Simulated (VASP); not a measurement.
# Li2TaO3 (P4mm) in VASP: notebook

The runs below take Li2TaO3 through single point, with PBE.

Program: VASP 6.6.1. These are calculated values, not measurements. Logs are shortened: lines on timing, memory, paths and dates and some standing lists are left out, and cuts for length are marked.

## Step 1: The cell of the first run

The structure is tetragonal, space group P4mm (No. 99). Conventional cell: a = 3.929 Å, b = 3.929 Å, c = 5.267 Å, α = 90.00°, β = 90.00°, γ = 90.00°. Within 3.1 Å of Li (site symmetry 4mm) lie 2 Li at 2.26 to 3.01 Å and 4 O at 3.00 Å. Within 3.1 Å of Li (site symmetry 4mm) lie 8 O at 2.10 to 3.02 Å and 2 Li at 2.26 to 3.01 Å and 4 Ta at 2.84 Å. Ta (site symmetry 4mm) has 5 O at 1.79 to 2.38 Å within 2.4 Å. O (site symmetry 4mm) has 1 Ta at 1.79 Å and 4 O at 2.01 Å within 2.4 Å. O (site symmetry 2mm) has 6 O at 2.01 to 2.78 Å and 2 Li at 2.10 Å and 2 Ta at 2.38 Å within 2.8 Å.

The cell was generated, and may not be a known phase.

## Step 2: Single point, PBE

File INCAR:

```
SYSTEM = Li2TaO3
PREC = Accurate
ENCUT = 880
EDIFF = 1E-6
ISMEAR = 0
SIGMA = 0.1
LREAL = .False.
LASPH = .True.
NELM = 120
ALGO = Normal
ISIF = 2
LWAVE = .False.
LCHARG = .True.
GGA = PE
LELF = .True.
LVHAR = .True.
NBANDS = 28
GGA_COMPAT = .False.
```

File KPOINTS:

```
Automatic mesh
0
Gamma
  4 4 4
  0 0 0
```

File POSCAR:

```
Li2TaO3
1.0
    3.9286469100      0.0000000000      0.0000000000
    0.0000000000      3.9286469100      0.0000000000
    0.0000000000      0.0000000000      5.2667507000
Li Ta O
2 1 3
Direct
    0.0000000000      0.0000000000      0.9051373500
    0.0000000000      0.0000000000      0.4769572400
    0.5000000000      0.5000000000      0.5919895400
    0.5000000000      0.5000000000      0.2511987500
    0.5000000000      0.0000000000      0.3352024300
    0.0000000000      0.5000000000      0.3352024300
```

Potentials or basis: VASP PAW PBE potentials, release 64 (Li_sv, Ta_sv_GW, O).

Launch:

```
cat potpaw_PBE.64/Li_sv/POTCAR potpaw_PBE.64/Ta_sv_GW/POTCAR potpaw_PBE.64/O/POTCAR > POTCAR
mpirun -np 1 vasp_std > vasp.out
```

OUTCAR:

```text
SYSTEM = Li2TaO3
   PREC = Accurate
   ENCUT = 880
   EDIFF = 1E-6
   ISMEAR = 0
   LREAL = .False.
   LASPH = .True.
   NELM = 120
   ISIF = 2
   GGA = PE

 ion  position               nearest neighbor table
   1  0.000  0.000  0.905-   2 2.26
   2  0.000  0.000  0.477-   5 2.10   6 2.10   6 2.10   5 2.10   1 2.26   3 2.84   3 2.84   3 2.84
                             3 2.84
   3  0.500  0.500  0.592-   4 1.79   5 2.38   6 2.38   5 2.38   6 2.38   2 2.84   2 2.84   2 2.84
                             2 2.84
   4  0.500  0.500  0.251-   3 1.79
   5  0.500  0.000  0.335-   2 2.10   2 2.10   3 2.38   3 2.38
   6  0.000  0.500  0.335-   2 2.10   2 2.10   3 2.38   3 2.38

  LATTYP: Found a simple tetragonal cell.
 ALAT       =     3.9286469100
 C/A-ratio  =     1.3406016933

  Lattice vectors:

 A1 = (   3.9286469100,   0.0000000000,   0.0000000000)
 A2 = (   0.0000000000,   3.9286469100,   0.0000000000)
 A3 = (   0.0000000000,   0.0000000000,   5.2667507000)

Analysis of symmetry for initial positions (statically):
=====================================================================
 Subroutine PRICEL returns:
 Original cell was already a primitive cell.

 Routine SETGRP: Setting up the symmetry group for a
 simple tetragonal supercell.

 Subroutine GETGRP returns: Found  8 space group operations
 (whereof  8 operations were pure point group operations)
 out of a pool of 16 trial point group operations.

The static configuration has the point symmetry C_4v.

Analysis of symmetry for dynamics (positions and initial velocities):
=====================================================================
 Subroutine PRICEL returns:
 Original cell was already a primitive cell.

 Routine SETGRP: Setting up the symmetry group for a
 simple tetragonal supercell.

 Subroutine GETGRP returns: Found  8 space group operations
 (whereof  8 operations were pure point group operations)
 out of a pool of 16 trial point group operations.

The dynamic configuration has the point symmetry C_4v.

 Subroutine INISYM returns: Found  8 space group operations
 (whereof  8 operations are pure point group operations),
 and found     1 'primitive' translations

----------------------------------------------------------------------------------------

                                     Primitive cell

  volume of cell :      81.2884

  direct lattice vectors                    reciprocal lattice vectors
     3.928646910  0.000000000  0.000000000     0.254540564  0.000000000  0.000000000
     0.000000000  3.928646910  0.000000000     0.000000000  0.254540564  0.000000000
     0.000000000  0.000000000  5.266750700     0.000000000  0.000000000  0.189870388

  length of vectors
     3.928646910  3.928646910  5.266750700     0.254540564  0.254540564  0.189870388

  position of ions in fractional coordinates (direct lattice)
     0.000000000  0.000000000  0.905137350
     0.000000000  0.000000000  0.476957240
     0.500000000  0.500000000  0.591989540
     0.500000000  0.500000000  0.251198750
     0.500000000  0.000000000  0.335202430
     0.000000000  0.500000000  0.335202430

  ion indices of the primitive-cell ions
   primitive index   ion index
                 1           1
                 2           2
                 3           3
                 4           4
                 5           5
                 6           6

----------------------------------------------------------------------------------------

 KPOINTS: Automatic mesh

Automatic generation of k-mesh.
 Grid dimensions read from file:
 generate k-points for:    4    4    4

 Generating k-lattice:

  Cartesian coordinates                     Fractional coordinates (reciprocal lattice)
     0.063635141  0.000000000  0.000000000     0.250000000  0.000000000  0.000000000
     0.000000000  0.063635141  0.000000000     0.000000000  0.250000000  0.000000000
     0.000000000  0.000000000  0.047467597     0.000000000  0.000000000  0.250000000

  Length of vectors
     0.063635141  0.063635141  0.047467597

  Shift w.r.t. Gamma in fractional coordinates (k-lattice)
     0.000000000  0.000000000  0.000000000

 Subroutine IBZKPT returns following result:
 ===========================================

 Found     18 irreducible k-points:

 Following reciprocal coordinates:
            Coordinates               Weight
  0.000000  0.000000  0.000000      1.000000
  0.250000  0.000000  0.000000      4.000000
  0.500000  0.000000  0.000000      2.000000
  0.250000  0.250000  0.000000      4.000000
  0.500000  0.250000  0.000000      4.000000
  0.500000  0.500000  0.000000      1.000000
[... 10 lines left out ...]
  0.500000  0.250000  0.500000      4.000000
  0.500000  0.500000  0.500000      1.000000
   k-points           NKPTS =     18   k-points in BZ     NKDIM =     18   number of bands    NBANDS=     28
   number of dos      NEDOS =    301   number of ions     NIONS =      6
   total plane-waves  NPLWV =  86400
   dimension x,y,z NGX =    40 NGY =   40 NGZ =   54
   dimension x,y,z NGXF=    80 NGYF=   80 NGZF=  108
   ions per type =               2   1   3
   NGX,Y,Z   is equivalent  to a cutoff of  16.93, 16.93, 17.05 a.u.
   NGXF,Y,Z  is equivalent  to a cutoff of  33.85, 33.85, 34.09 a.u.
 SYSTEM =  Li2TaO3
   PREC   = accura    normal or accurate (medium, high low for compatibility)
   ISTART =      0    job   : 0-new  1-cont  2-samecut
   ICHARG =      2    charge: 1-file 2-atom 10-const
   ISPIN  =      1    spin polarized calculation?
   LNONCOLLINEAR =      F non collinear calculations
   LSORBIT =      F    spin-orbit coupling
   LASPH  =      T    aspherical Exc in radial PAW
   ENCUT  =  880.0 eV  64.68 Ry    8.04 a.u.   9.50  9.50 12.74*2*pi/ulx,y,z
   NELM   =    120;   NELMIN=  2; NELMDL= -5     # of ELM steps
   EDIFF  = 0.1E-05   stopping-criterion for ELM
   LREAL  =      F    real-space projection
   EDIFFG = 0.1E-04   stopping-criterion for IOM
   NSW    =      0    number of steps for IOM
   IBRION =     -1    ionic relax: 0-MD 1-quasi-New 2-CG
   NFREE  =      0    steps in history (QN), initial steepest desc. (CG)
   ISIF   =      2    stress and relaxation
   ISYM   =      2    0-nonsym 1-usesym 2-fastsym
   POTIM  = 0.5000    time-step for ionic-motion
   TEBEG  =    0.0;   TEEND  =   0.0 temperature during run
   PSTRESS=    0.0 pullay stress
   NELECT =      37.0000    total number of electrons
   NUPDOWN=      -1.0000    fix difference up-down
   EMIN   =  10.00;   EMAX   =-10.00  energy-range for DOS
   EFERMI =   0.00;   METHOD = LEGACY
   ISMEAR =     0;   SIGMA  =   0.10  broadening in eV -4-tet -1-fermi 0-gaus
   EFERMI_NEDOS =   21; number of points for ismear=-14 and -15
   IALGO  =     38    algorithm
   IMIX   =      4    mixing-type and parameters
     AMIX     =   0.40;   BMIX     =  1.00
     AMIX_MAG =   1.60;   BMIX_MAG =  1.00
  volume/ion in A,a.u.               =      13.55        91.43
  Fermi-wavevector in a.u.,A,eV,Ry     =   1.259310  2.379750 21.576942  1.585860
  Thomas-Fermi vector in A             =   2.392876
   LORBIT       =      0    0 simple, 1 ext, 2 COOP (PROOUT), +10 PAW based schemes
   GGA     = PE    functional components
   LHFCALC =     F    Hartree Fock is set to
   AEXX    =    0.0000 exact exchange contribution
   IVDW    =     0    specifies the selected vdW correction
   LEPSILON=     F    determine dielectric tensor
   LRPA    =     F    only Hartree local field effects (RPA)
 non-spin polarized calculation
 Gauss-broadening in eV      SIGMA  =   0.10
  energy-cutoff  :      880.00
  volume of cell :       81.29
 maximum number of plane-waves:      4861
 NGX is ok and might be reduce to    40
   NGX = 19   NGY = 19   NGZ = 25

 number of electron      36.9999996 magnetization

 Free energy of the ion-electron system (eV)
  ---------------------------------------------------
  ext. energy  EPLUGINS =         0.00000000
  ---------------------------------------------------
  free energy    TOTEN  =       -34.17358441 eV

  energy without entropy =      -34.15926578  energy(sigma->0) =      -34.16642510

 E-fermi :   3.3425     XC(G=0):  -9.5790

 val. band max:        3.2988553837   @ k =   0.2500   0.0000   0.0000
 cond. band min:       3.5080405416   @ k =   0.5000   0.0000   0.2500
 fundamental gap:      0.2091851579
 Fermi energy:         3.3425091083

 k-point     1 :       0.0000    0.0000    0.0000
  band No.  band energies     occupation
      1     -66.0306      2.00000
      2     -42.9337      2.00000
      3     -41.1872      2.00000
      4     -32.7122      2.00000
      5     -32.3461      2.00000
      6     -32.3461      2.00000
[... 20 lines left out ...]
     27      10.0988      0.00000
     28      12.7375      0.00000

 k-point     2 :       0.2500    0.0000    0.0000
  band No.  band energies     occupation
      1     -66.0304      2.00000
      2     -42.9335      2.00000
      3     -41.1870      2.00000
      4     -32.7097      2.00000
      5     -32.3620      2.00000
      6     -32.3450      2.00000
[... 20 lines left out ...]
     27      10.8387      0.00000
     28      12.7438      0.00000

 k-point     3 :       0.5000    0.0000    0.0000
  band No.  band energies     occupation
      1     -66.0301      2.00000
      2     -42.9334      2.00000
      3     -41.1869      2.00000
      4     -32.7072      2.00000
      5     -32.3779      2.00000
      6     -32.3439      2.00000
[... 20 lines left out ...]
     27      11.7358      0.00000
     28      12.8046      0.00000

 k-point     4 :       0.2500    0.2500    0.0000
  band No.  band energies     occupation
      1     -66.0301      2.00000
      2     -42.9334      2.00000
      3     -41.1867      2.00000
      4     -32.7072      2.00000
      5     -32.3617      2.00000
      6     -32.3609      2.00000
[... 20 lines left out ...]
     27       9.9189      0.00000
     28      12.0532      0.00000

 k-point     5 :       0.5000    0.2500    0.0000
  band No.  band energies     occupation
      1     -66.0299      2.00000
      2     -42.9333      2.00000
      3     -41.1863      2.00000
      4     -32.7045      2.00000
      5     -32.3776      2.00000
      6     -32.3606      2.00000
[... 20 lines left out ...]
     27      10.2094      0.00000
     28      10.3798      0.00000

 k-point     6 :       0.5000    0.5000    0.0000
  band No.  band energies     occupation
      1     -66.0296      2.00000
      2     -42.9332      2.00000
      3     -41.1857      2.00000
      4     -32.7019      2.00000
      5     -32.3773      2.00000
      6     -32.3773      2.00000
[... 277 lines left out ...]
      5     -32.3778      2.00000
      6     -32.3439      2.00000
[... 20 lines left out ...]
     27      11.6562      0.00000
     28      11.7717      0.00000

 k-point    16 :       0.2500    0.2500    0.5000
  band No.  band energies     occupation
      1     -66.0301      2.00000
      2     -42.9333      2.00000
      3     -41.1868      2.00000
      4     -32.7085      2.00000
      5     -32.3616      2.00000
      6     -32.3609      2.00000
[... 20 lines left out ...]
     27       9.7495      0.00000
     28      12.2914      0.00000

 k-point    17 :       0.5000    0.2500    0.5000
  band No.  band energies     occupation
      1     -66.0299      2.00000
      2     -42.9332      2.00000
      3     -41.1864      2.00000
      4     -32.7059      2.00000
      5     -32.3775      2.00000
      6     -32.3606      2.00000
[... 20 lines left out ...]
     27      10.2070      0.00000
     28      10.4684      0.00000

 k-point    18 :       0.5000    0.5000    0.5000
  band No.  band energies     occupation
      1     -66.0296      2.00000
      2     -42.9331      2.00000
      3     -41.1858      2.00000
      4     -32.7032      2.00000
      5     -32.3772      2.00000
      6     -32.3772      2.00000
[... 20 lines left out ...]
     27       9.2482      0.00000
     28      10.8695      0.00000

------------------------ aborting loop because EDIFF is reached ----------------------------------------

  FORCE on cell =-STRESS in cart. coord.  units (eV):
  Direction    XX          YY          ZZ          XY          YZ          ZX
  --------------------------------------------------------------------------------------
  -------------------------------------------------------------------------------------
  Total        1.9338310      1.9338310     -3.2595055      0.0000000     -0.0000000      0.0000000
  in kB       38.1153886     38.1153886    -64.2441429      0.0000000     -0.0000000      0.0000000
  external PRESSURE =       3.9955448 kB  Pullay stress =       0.0000000 kB

 VOLUME and BASIS-vectors are now :
 -----------------------------------------------------------------------------
  energy-cutoff  :      880.00
  volume of cell :       81.29
      direct lattice vectors                 reciprocal lattice vectors
     3.928646910  0.000000000  0.000000000     0.254540564  0.000000000  0.000000000
     0.000000000  3.928646910  0.000000000     0.000000000  0.254540564  0.000000000
     0.000000000  0.000000000  5.266750700     0.000000000  0.000000000  0.189870388

 POSITION                                       TOTAL-FORCE (eV/Angst)
 -----------------------------------------------------------------------------------
      0.00000      0.00000      4.76713         0.000000     -0.000000      2.221181
      0.00000      0.00000      2.51201         0.000000     -0.000000     -2.230271
      1.96432      1.96432      3.11786         0.000000      0.000000     -3.793894
      1.96432      1.96432      1.32300         0.000000      0.000000     -3.162636
      1.96432      0.00000      1.76543         0.000000     -0.000000      3.482810
      0.00000      1.96432      1.76543         0.000000     -0.000000      3.482810
 -----------------------------------------------------------------------------------
    total drift:                                0.000000      0.000000     -0.000180

  FREE ENERGIE OF THE ION-ELECTRON SYSTEM (eV)
  ---------------------------------------------------
  free  energy   TOTEN  =       -34.1735844058 eV

  energy  without entropy=      -34.1592657848  energy(sigma->0) =      -34.16642510
```

Wall time 3.3 min (1 thread of AMD EPYC 7R43 (Zen 3), shared host); peak memory 0.28 GiB.

Results:

* Free energy: -34.1736 eV
* Pressure: 0.4 GPa
* Largest force: 3.794 eV/Å
* Band gap on the k mesh: zero (an odd number of electrons rules out a gap without spin polarisation)

Forces in eV/Å, atoms in the order of the input:
```
Li   0.000  0.000  2.221
Li   0.000  0.000 -2.230
Ta   0.000  0.000 -3.794
O    0.000  0.000 -3.163
O    0.000  0.000  3.483
O    0.000  0.000  3.483
```

Levels at points of the mesh, in eV from the Fermi level:
```tsv
k point	band 16	band 17	band 18	band 19	band 20	band 21	band 22	band 23
(0.00, 0.00, 0.00)	-2.24	-1.55	0.74	1.25	1.25	1.67	1.84	1.84
(0.50, 0.00, 0.00)	-2.81	-1.90	-0.61	-0.35	0.75	1.35	2.13	2.60
(0.50, 0.50, 0.00)	-2.38	-2.38	-1.01	-0.57	-0.06	-0.06	2.38	2.73
(0.00, 0.00, 0.50)	-2.23	-0.51	0.75	1.43	1.43	1.95	1.95	1.96
(0.50, 0.00, 0.50)	-2.82	-1.72	-0.31	0.65	0.66	1.47	2.26	2.51
(0.50, 0.50, 0.50)	-2.31	-2.31	-1.01	-0.69	0.41	0.41	2.71	2.79
```

Caveat: the k points lie up to 0.40 Å⁻¹ apart, too coarse for converged energies and pressures of a metal; spin-orbit coupling is left out, which moves the levels of the heavy elements; an odd number of electrons without spin polarisation forces a metal; a magnetic or distorted state may lie lower.

## Step 3: Single point, PBE

This run uses another cell than the first one, of 18.31 Å³/atom.

File INCAR:

```
SYSTEM = Li2TaO3
PREC = Accurate
ENCUT = 880
EDIFF = 1E-6
ISMEAR = 0
SIGMA = 0.1
LREAL = .FALSE.
LASPH = .TRUE.
NELM = 120
ALGO = Normal
ISIF = 2
LWAVE = .FALSE.
LCHARG = .TRUE.
GGA = PE
LELF = .TRUE.
LVHAR = .TRUE.
NBANDS = 28
GGA_COMPAT = .FALSE.
```

File KPOINTS:

```
regular mesh
0
G
  4 4 4
  0 0 0
```

File POSCAR:

```
Li2TaO3
1.0
    3.7852468249      0.0000000000      0.0000000000
    0.0000000000      3.7852468249      0.0000000000
    0.0000000000      0.0000000000      7.6658713139
Li Ta O
2 1 3
Direct
    0.0000000000      0.0000000000      0.9888815557
    0.0000000000      0.0000000000      0.5500842625
    0.5000000000      0.5000000000      0.3600966292
    0.5000000000      0.5000000000      0.1259481228
    0.5000000000      0.0000000000      0.4353385849
    0.0000000000      0.5000000000      0.4353385849
```

Potentials or basis: VASP PAW PBE potentials, release 64 (Li_sv, Ta_sv_GW, O).

Launch:

```
cat potpaw_PBE.64/Li_sv/POTCAR potpaw_PBE.64/Ta_sv_GW/POTCAR potpaw_PBE.64/O/POTCAR > POTCAR
mpirun -np 1 vasp_std > vasp.out
```

Run time: 4 min. Hardware: 1 thread of Intel Xeon Platinum 8259CL at 2.50GHz (Skylake/Cascade Lake), shared host; peak memory 0.41 GiB.

Results (log left out):

```
Free energy            : -45.3930 eV
Pressure               : 0.3 GPa
Largest force          : 0.200 eV/Å
Band gap on the k mesh : zero (an odd number of electrons rules out a gap without spin polarisation)
```

Forces on the atoms (eV/Å):
```
Li   0.000  0.000 -0.002
Li   0.000  0.000 -0.004
Ta   0.000  0.000  0.190
O    0.000  0.000 -0.200
O    0.000  0.000  0.008
O    0.000  0.000  0.008
```

Stress tensor (GPa, compression positive):
```
0.14 0.00 0.00
0.00 0.14 0.00
0.00 0.00 0.74
```

Levels at points of the mesh, in eV from the Fermi level:
| k point | band 16 | band 17 | band 18 | band 19 | band 20 | band 21 |
| --- | --- | --- | --- | --- | --- | --- |
| (0.00, 0.00, 0.00) | -5.56 | -4.67 | -4.67 | -1.35 | -0.98 | 1.09 |
| (0.50, 0.00, 0.00) | -5.72 | -5.12 | -4.86 | 0.72 | 0.88 | 1.12 |
| (0.50, 0.50, 0.00) | -5.12 | -5.12 | -3.97 | 1.25 | 1.29 | 1.44 |
| (0.00, 0.00, 0.50) | -5.55 | -4.67 | -4.67 | -0.98 | -0.95 | 0.21 |
| (0.50, 0.00, 0.50) | -5.70 | -5.09 | -4.86 | 0.65 | 1.12 | 1.45 |
| (0.50, 0.50, 0.50) | -5.10 | -5.10 | -3.97 | 1.26 | 1.36 | 1.36 |

Caveat: the k points lie up to 0.41 Å⁻¹ apart, too coarse for converged energies and pressures of a metal; spin-orbit coupling is left out, which moves the levels of the heavy elements; an odd number of electrons without spin polarisation forces a metal; a magnetic or distorted state may lie lower.

The gap in the log of VASP goes by the Fermi energy; the results here count the filled bands.